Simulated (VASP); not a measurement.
GaSb:

```
CELL_PARAMETERS angstrom
0.00000 3.06588 3.06588
3.06588 0.00000 3.06588
3.06588 3.06588 0.00000
ATOMIC_POSITIONS crystal
Ga 0.00000 0.00000 0.00000
Sb 0.25000 0.25000 0.25000
```

Base run:

| Property | Result |
| --- | --- |
| Program | VASP 6.6.1 |
| Functional | PBE |
| Potentials or basis | VASP PAW PBE potentials, release 64 (Ga_d, Sb) |
| Cutoff | 520 eV |
| k mesh | 6 × 6 × 6 |
| Occupations | fermi-dirac, width 0.02 eV |
| Spin | no spin polarisation |

Its results: band gap on the k mesh zero (filled and empty bands touch); pressure 2.1 GPa.

Question: The run is repeated on the same cell with these changes: functional from PBE to PBE0; k mesh from 6 × 6 × 6 to 4 × 4 × 4. What comes out?

Answer: Band gap on the k mesh 1.54 eV, direct; pressure -0.4 GPa.

Several settings changed at once, so the effect can't be laid on one alone.

Caveats: some runs use coarse meshes; spin-orbit coupling is left out, which moves the levels of the heavy elements; the PAW data sets were made with another functional, which shifts forces and pressure a little (some runs).

A k mesh can miss the band edges.
